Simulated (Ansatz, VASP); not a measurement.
# Two plane-wave programs on P

```
CELL_PARAMETERS angstrom
1.72573 0.99635 3.12968
-1.72573 0.99635 3.12968
0.00000 -1.99270 3.12968
ATOMIC_POSITIONS crystal
P 0.21346 0.21346 0.24346
P 0.78654 0.78654 0.75654
```

Change from the starting cell: shortest bond scaled by 0.94, PAW files.

Alike in both runs: task single point; functional PBEsol; k mesh 11 × 11 × 11; occupations fermi-dirac, width 0.05 eV; no spin polarisation.

```csv
,VASP,Ansatz
version,VASP 6.6.1,Ansatz 0.2.0
potentials or method,"VASP PAW PBE potentials, release 64 (P)","PAW with Ansatz's default frozen-core files, scalar-relativistic"
plane-wave cutoff (eV),520,420
valence electrons in the cell,10,10
```

VASP gave:

* pressure (GPa): 1.2
* traceless stress, the component that is largest in VASP (GPa): 3.98
* rms of the force components (eV/Å): 0.802

Estimate Ansatz's values.

pressure (GPa): 1.2; traceless stress, the component that is largest in VASP (GPa): 4.02; rms of the force components (eV/Å): 0.817.

VASP's potentials were made for PBE, not for PBEsol. Atom by atom the forces differ by 0.017 eV/Å (rms over components). With one functional, cell and mesh, what is left measures potentials, basis and numerics.
